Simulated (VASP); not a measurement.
Write the native input for VASP 6.6.1 that does the following.

- Task: electric field gradients
- Functional: PBE
- Potentials or basis: VASP PAW PBE potentials, release 64 (Pt)
- Cutoff: 520 eV
- k mesh: 18 × 18 × 18
- Occupations: fermi-dirac, width 0.03 eV
- Spin: no spin polarisation
- Dipole correction: no
- Further INCAR settings: ALGO = Normal; EDIFF = 1e-08; NBANDS = 11

The structure of Pt lies in POSCAR:

```
Pt
1.0
   -0.0195790000      1.9481105000      1.9481105000
    1.9481105000     -0.0195790000      1.9481105000
    1.9481105000      1.9481105000     -0.0195790000
Pt
1
Direct
    0.0000000000      0.0000000000      0.0000000000
```

This cell differs from its parent crystal: equal xy, yz and zx shear strains of -1 %.

One way to write it, as run:

INCAR

```
PREC = Accurate ; ENCUT = 520
EDIFF = 1E-8 ; ISMEAR = -1
SIGMA = 0.03 ; LREAL = F
LASPH = T ; NELM = 100
ALGO = Normal ; ISIF = 2
LWAVE = F ; LCHARG = F
GGA = PE ; LEFG = T
NBANDS = 11
```

KPOINTS

```
Automatic mesh
0
Gamma
  18 18 18
```

Potentials or basis: VASP PAW PBE potentials, release 64 (Pt).

Launch:

```sh
$ cat potpaw_PBE.64/Pt/POTCAR > POTCAR
$ mpirun -np 1 vasp_std > vasp.out
```

It gave:

The pressure is 11.0 GPa. The band gap on the k mesh is zero (band 5 reaches 11.87 eV, above the bottom of band 6 at 9.55 eV).

Caveat: the cell differs from its parent crystal (equal xy, yz and zx shear strains of -1 %); without QUAD_EFG the Cq values of the log hold for a quadrupole moment of 1 mb, not for the nuclei; spin-orbit coupling is left out, which moves the levels of the heavy elements.

Wall time 48 s on 1 thread of AMD EPYC 9R45 96-Core Processor (Zen 5) (shared host), peak memory 0.17 GiB.
